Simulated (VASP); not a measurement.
# Ta (Fd-3m) in VASP: density of states with PBE

Aim: the density of states of Ta with PBE.

All numbers are computed with VASP 6.6.1; they aren't measurements. Logs are shortened: lines on timing, memory, paths and dates and some standing lists are left out, and cuts for length are marked.

## Step 1: The cell of the first run

The structure is cubic, space group Fd-3m (No. 227). The conventional cell has a = 7.678 Å, b = 7.678 Å, c = 7.678 Å, α = 90.00°, β = 90.00°, γ = 90.00°. Ta (site symmetry -3m) has 12 Ta at 2.71 to 3.18 Å within 3.6 Å. Within 4.2 Å of Ta (site symmetry -43m) lie 16 Ta at 3.18 to 3.32 Å.

## Step 2: Density of states, PBE

Input file POSCAR:

```
Ta
1.0
    0.0000000000      3.8388291049      3.8388291049
    3.8388291049      0.0000000000      3.8388291049
    3.8388291049      3.8388291049      0.0000000000
Ta
6
Direct
    0.1250000000      0.1250000000      0.1250000000
    0.1250000000      0.1250000000      0.6250000000
    0.1250000000      0.6250000000      0.1250000000
    0.6250000000      0.1250000000      0.1250000000
    0.5000000000      0.5000000000      0.5000000000
    0.7500000000      0.7500000000      0.7500000000
```

Input file INCAR.step1:

```
ALGO = Fast
EDIFF = 1E-7
ENCUT = 520
GGA = PE
ISIF = 2
ISMEAR = 0
LASPH = T
LCHARG = T
LMAXMIX = 4
LREAL = F
LWAVE = F
NBANDS = 42
NELM = 60
PREC = Accurate
SIGMA = 0.1
```

Input file KPOINTS.step1:

```
k-points
0
Gamma
  8 8 8
```

Input file INCAR.step2:

```
ALGO = Fast
EDIFF = 1E-7
ENCUT = 520
GGA = PE
ICHARG = 11
ISIF = 2
ISMEAR = -5
LASPH = T
LCHARG = F
LMAXMIX = 4
LORBIT = 11
LREAL = F
LWAVE = F
NEDOS = 1001
NELM = 60
PREC = Accurate
SIGMA = 0.1
```

Input file KPOINTS.step2:

```
k-points
0
Gamma
  12 12 12
```

Potentials or basis: VASP PAW PBE potentials, release 64 (Ta_pv).

Launch:

```
> cat potpaw_PBE.64/Ta_pv/POTCAR > POTCAR
> cp INCAR.step1 INCAR
> cp KPOINTS.step1 KPOINTS
> mpirun -np 1 vasp_std > vasp.out
> cp INCAR.step2 INCAR
> cp KPOINTS.step2 KPOINTS
> mpirun -np 1 vasp_std > vasp.out
```

OUTCAR:

```text
EDIFF = 1E-7
   ENCUT = 520
   GGA = PE
   ICHARG = 11
   ISIF = 2
   ISMEAR = -5
   LASPH = T
   LORBIT = 11
   LREAL = F
   NELM = 60
   PREC = Accurate

 ion  position               nearest neighbor table
   1  0.125  0.125  0.125-   2 2.71   3 2.71   4 2.71   2 2.71   3 2.71   4 2.71   6 3.18   5 3.18
                             6 3.18   5 3.18   6 3.18   5 3.18
   2  0.125  0.125  0.625-   1 2.71   1 2.71   3 2.71   4 2.71   3 2.71   4 2.71   6 3.18   5 3.18
                             6 3.18   5 3.18   6 3.18   5 3.18
   3  0.125  0.625  0.125-   1 2.71   2 2.71   1 2.71   2 2.71   4 2.71   4 2.71   5 3.18   6 3.18
                             5 3.18   6 3.18   6 3.18   5 3.18
   4  0.625  0.125  0.125-   1 2.71   2 2.71   3 2.71   1 2.71   2 2.71   3 2.71   5 3.18   6 3.18
                             5 3.18   5 3.18   6 3.18   6 3.18
   5  0.500  0.500  0.500-   1 3.18   2 3.18   3 3.18   1 3.18   2 3.18   4 3.18   1 3.18   3 3.18
                             4 3.18   2 3.18   3 3.18   4 3.18   6 3.32   6 3.32   6 3.32   6 3.32
   6  0.750  0.750  0.750-   2 3.18   3 3.18   4 3.18   1 3.18   3 3.18   4 3.18   1 3.18   2 3.18
                             4 3.18   1 3.18   2 3.18   3 3.18   5 3.32   5 3.32   5 3.32   5 3.32

  LATTYP: Found a face centered cubic cell.
 ALAT       =     7.6776582098

  Lattice vectors:

 A1 = (   0.0000000000,   3.8388291049,   3.8388291049)
 A2 = (   3.8388291049,   0.0000000000,   3.8388291049)
 A3 = (   3.8388291049,   3.8388291049,   0.0000000000)

Analysis of symmetry for initial positions (statically):
=====================================================================
 Subroutine PRICEL returns:
 Original cell was already a primitive cell.

 Routine SETGRP: Setting up the symmetry group for a
 face centered cubic supercell.

 Subroutine GETGRP returns: Found 48 space group operations
 (whereof 24 operations were pure point group operations)
 out of a pool of 48 trial point group operations.

The static configuration has the point symmetry T_d .
 The point group associated with its full space group is O_h .

Analysis of symmetry for dynamics (positions and initial velocities):
=====================================================================
 Subroutine PRICEL returns:
 Original cell was already a primitive cell.

 Routine SETGRP: Setting up the symmetry group for a
 face centered cubic supercell.

 Subroutine GETGRP returns: Found 48 space group operations
 (whereof 24 operations were pure point group operations)
 out of a pool of 48 trial point group operations.

The dynamic configuration has the point symmetry T_d .
 The point group associated with its full space group is O_h .

 Subroutine INISYM returns: Found 48 space group operations
 (whereof 24 operations are pure point group operations),
 and found     1 'primitive' translations

----------------------------------------------------------------------------------------

                                     Primitive cell

  volume of cell :     113.1426

  direct lattice vectors                    reciprocal lattice vectors
     0.000000000  3.838829105  3.838829105    -0.130248049  0.130248049  0.130248049
     3.838829105  0.000000000  3.838829105     0.130248049 -0.130248049  0.130248049
     3.838829105  3.838829105  0.000000000     0.130248049  0.130248049 -0.130248049

  length of vectors
     5.428924184  5.428924184  5.428924184     0.225596238  0.225596238  0.225596238

  position of ions in fractional coordinates (direct lattice)
     0.125000000  0.125000000  0.125000000
     0.125000000  0.125000000  0.625000000
     0.125000000  0.625000000  0.125000000
     0.625000000  0.125000000  0.125000000
     0.500000000  0.500000000  0.500000000
     0.750000000  0.750000000  0.750000000

  ion indices of the primitive-cell ions
   primitive index   ion index
                 1           1
                 2           2
                 3           3
                 4           4
                 5           5
                 6           6

----------------------------------------------------------------------------------------

 KPOINTS: k-points

Automatic generation of k-mesh.
 Grid dimensions read from file:
 generate k-points for:   12   12   12

 Generating k-lattice:

  Cartesian coordinates                     Fractional coordinates (reciprocal lattice)
    -0.010854004  0.010854004  0.010854004     0.083333333  0.000000000  0.000000000
     0.010854004 -0.010854004  0.010854004     0.000000000  0.083333333  0.000000000
     0.010854004  0.010854004 -0.010854004     0.000000000  0.000000000  0.083333333

  Length of vectors
     0.018799686  0.018799686  0.018799686

  Shift w.r.t. Gamma in fractional coordinates (k-lattice)
     0.000000000  0.000000000  0.000000000

 TETIRR: Found    247 inequivalent tetrahedra from    10368

 Subroutine IBZKPT returns following result:
 ===========================================

 Found     72 irreducible k-points:

 Following reciprocal coordinates:
            Coordinates               Weight
  0.000000  0.000000  0.000000      1.000000
  0.083333  0.000000  0.000000      8.000000
  0.166667  0.000000  0.000000      8.000000
  0.250000  0.000000  0.000000      8.000000
  0.333333  0.000000  0.000000      8.000000
  0.416667  0.000000  0.000000      8.000000
[... 16 lines left out ...]
  0.500000  0.166667  0.000000     24.000000
 -0.416667  0.166667  0.000000     24.000000
 [... further k-points ...]
   k-points           NKPTS =     72   k-points in BZ     NKDIM =     72   number of bands    NBANDS=     39
   number of dos      NEDOS =   1001   number of ions     NIONS =      6
   total plane-waves  NPLWV =  64000
   dimension x,y,z NGX =    40 NGY =   40 NGZ =   40
   dimension x,y,z NGXF=    80 NGYF=   80 NGZF=   80
   ions per type =               6
   NGX,Y,Z   is equivalent  to a cutoff of  12.25, 12.25, 12.25 a.u.
   NGXF,Y,Z  is equivalent  to a cutoff of  24.50, 24.50, 24.50 a.u.
 SYSTEM =  unknown system
   PREC   = accura    normal or accurate (medium, high low for compatibility)
   ISTART =      0    job   : 0-new  1-cont  2-samecut
   ICHARG =     11    charge: 1-file 2-atom 10-const
   ISPIN  =      1    spin polarized calculation?
   LNONCOLLINEAR =      F non collinear calculations
   LSORBIT =      F    spin-orbit coupling
   LASPH  =      T    aspherical Exc in radial PAW
   ENCUT  =  520.0 eV  38.22 Ry    6.18 a.u.  10.09 10.09 10.09*2*pi/ulx,y,z
   NELM   =     60;   NELMIN=  2; NELMDL=  0     # of ELM steps
   EDIFF  = 0.1E-06   stopping-criterion for ELM
   LREAL  =      F    real-space projection
   EDIFFG = 0.1E-05   stopping-criterion for IOM
   NSW    =      0    number of steps for IOM
   IBRION =     -1    ionic relax: 0-MD 1-quasi-New 2-CG
   NFREE  =      0    steps in history (QN), initial steepest desc. (CG)
   ISIF   =      2    stress and relaxation
   ISYM   =      2    0-nonsym 1-usesym 2-fastsym
   POTIM  = 0.5000    time-step for ionic-motion
   TEBEG  =    0.0;   TEEND  =   0.0 temperature during run
   PSTRESS=    0.0 pullay stress
   NELECT =      66.0000    total number of electrons
   NUPDOWN=      -1.0000    fix difference up-down
   EMIN   =  10.00;   EMAX   =-10.00  energy-range for DOS
   EFERMI =   0.00;   METHOD = LEGACY
   ISMEAR =    -5;   SIGMA  =   0.10  broadening in eV -4-tet -1-fermi 0-gaus
   EFERMI_NEDOS =   21; number of points for ismear=-14 and -15
   IALGO  =     68    algorithm
   IMIX   =      4    mixing-type and parameters
     AMIX     =   0.40;   BMIX     =  1.00
     AMIX_MAG =   1.60;   BMIX_MAG =  1.00
  volume/ion in A,a.u.               =      18.86       127.25
  Fermi-wavevector in a.u.,A,eV,Ry     =   1.367878  2.584915 25.457728  1.871090
  Thomas-Fermi vector in A             =   2.493892
   LORBIT       =     11    0 simple, 1 ext, 2 COOP (PROOUT), +10 PAW based schemes
   GGA     = PE    functional components
   LHFCALC =     F    Hartree Fock is set to
   AEXX    =    0.0000 exact exchange contribution
   IVDW    =     0    specifies the selected vdW correction
   LEPSILON=     F    determine dielectric tensor
   LRPA    =     F    only Hartree local field effects (RPA)
 non-spin polarized calculation
 RMM-DIIS sequential band-by-band and
 Fermi weights with tetrahedron method with Bloechl corrections
  energy-cutoff  :      520.00
  volume of cell :      113.14
 maximum number of plane-waves:      3071

 number of electron      66.0000013 magnetization

 Free energy of the ion-electron system (eV)
  ---------------------------------------------------
  ext. energy  EPLUGINS =         0.00000000
  ---------------------------------------------------
  free energy    TOTEN  =       -70.18819029 eV

  energy without entropy =      -70.18819029  energy(sigma->0) =      -70.18819029

 E-fermi :   4.8798     XC(G=0): -12.3578

 val. band max:        4.9094543512   @ k =   0.2500   0.0000   0.0000
 cond. band min:       4.8480043596   @ k =  -0.4167   0.1667   0.0833
 fundamental gap:     -0.0614499916
 Fermi energy:         4.8798408486

 k-point     1 :       0.0000    0.0000    0.0000
  band No.  band energies     occupation
      1     -29.8496      2.00000
      2     -29.2265      2.00000
      3     -29.2265      2.00000
      4     -29.2265      2.00000
      5     -29.2011      2.00000
      6     -29.2011      2.00000
[... 31 lines left out ...]
     38       7.1359      0.00000
     39       7.7518      0.00000

 k-point     2 :       0.0833    0.0000    0.0000
  band No.  band energies     occupation
      1     -29.8297      2.00000
      2     -29.2421      2.00000
      3     -29.2311      2.00000
      4     -29.2311      2.00000
      5     -29.1945      2.00000
      6     -29.1945      2.00000
[... 31 lines left out ...]
     38       7.1117      0.00000
     39       7.7604      0.00000

 k-point     3 :       0.1667    0.0000    0.0000
  band No.  band energies     occupation
      1     -29.7737      2.00000
      2     -29.2519      2.00000
      3     -29.2415      2.00000
      4     -29.2415      2.00000
      5     -29.1785      2.00000
      6     -29.1785      2.00000
[... 31 lines left out ...]
     38       7.0124      0.00000
     39       7.6017      0.00000

 k-point     4 :       0.2500    0.0000    0.0000
  band No.  band energies     occupation
      1     -29.6930      2.00000
      2     -29.2542      2.00000
      3     -29.2542      2.00000
      4     -29.2448      2.00000
      5     -29.1583      2.00000
      6     -29.1583      2.00000
[... 31 lines left out ...]
     38       6.8177      0.00000
     39       7.0919      0.00000
[... 754 lines left out ...]
     38       6.9097      0.00000
     39       7.2047      0.00000

 k-point    23 :       0.5000    0.1667    0.0000
  band No.  band energies     occupation
      1     -29.4548      2.00000
      2     -29.2747      2.00000
      3     -29.2593      2.00000
      4     -29.2088      2.00000
      5     -29.1362      2.00000
      6     -29.1131      2.00000
[... 31 lines left out ...]
     38       7.1182      0.00000
     39       7.2088      0.00000

 k-point    24 :      -0.4167    0.1667    0.0000
  band No.  band energies     occupation
      1     -29.4491      2.00000
      2     -29.2713      2.00000
      3     -29.2628      2.00000
      4     -29.2051      2.00000
      5     -29.1343      2.00000
      6     -29.1209      2.00000
[... 31 lines left out ...]
     38       6.8751      0.00000
     39       7.4731      0.00000

 [... further k-points ...]

------------------------ aborting loop because EDIFF is reached ----------------------------------------

  FORCE on cell =-STRESS in cart. coord.  units (eV):
  Direction    XX          YY          ZZ          XY          YZ          ZX
  --------------------------------------------------------------------------------------
  -------------------------------------------------------------------------------------
  Total        0.0679544      0.0679544      0.0679544      0.0000000      0.0000000      0.0000000
  in kB        0.9622803      0.9622803      0.9622803      0.0000000      0.0000000      0.0000000
  external PRESSURE =       0.9622803 kB  Pullay stress =       0.0000000 kB

 VOLUME and BASIS-vectors are now :
 -----------------------------------------------------------------------------
  energy-cutoff  :      520.00
  volume of cell :      113.14
      direct lattice vectors                 reciprocal lattice vectors
     0.000000000  3.838829105  3.838829105    -0.130248049  0.130248049  0.130248049
     3.838829105  0.000000000  3.838829105     0.130248049 -0.130248049  0.130248049
     3.838829105  3.838829105  0.000000000     0.130248049  0.130248049 -0.130248049

 POSITION                                       TOTAL-FORCE (eV/Angst)
 -----------------------------------------------------------------------------------
      0.95971      0.95971      0.95971         0.000000      0.000000     -0.000000
      2.87912      2.87912      0.95971         0.000000      0.000000     -0.000000
      2.87912      0.95971      2.87912         0.000000      0.000000     -0.000000
      0.95971      2.87912      2.87912         0.000000      0.000000     -0.000000
      3.83883      3.83883      3.83883        -0.000000     -0.000000      0.000000
      5.75824      5.75824      5.75824        -0.000000     -0.000000     -0.000000
 -----------------------------------------------------------------------------------
    total drift:                                0.000000     -0.000000      0.000000

  FREE ENERGIE OF THE ION-ELECTRON SYSTEM (eV)
  ---------------------------------------------------
  free  energy   TOTEN  =       -70.1881902890 eV

  energy  without entropy=      -70.1881902890  energy(sigma->0) =      -70.18819029

 total charge

# of ion       s       p       d       tot
------------------------------------------
    1        0.403   6.175   2.493   9.071
    2        0.403   6.175   2.493   9.071
    3        0.403   6.175   2.493   9.071
    4        0.403   6.175   2.493   9.071
    5        0.317   6.155   2.081   8.554
    6        0.317   6.155   2.081   8.554
--------------------------------------------------
tot          2.247  37.011  14.136  53.394
```

Wall time 3 min (1 thread of Intel Xeon 6975P-C (Granite Rapids), shared host); peak memory 0.36 GiB.

Results:

```yaml
Valence_electrons_inside_the_program's_atomic_spheres: Ta 9.07, 8.55
```

Caveat: spin-orbit coupling is left out, which moves the levels of the heavy elements; tetrahedron occupations give inexact forces and stress in metals.
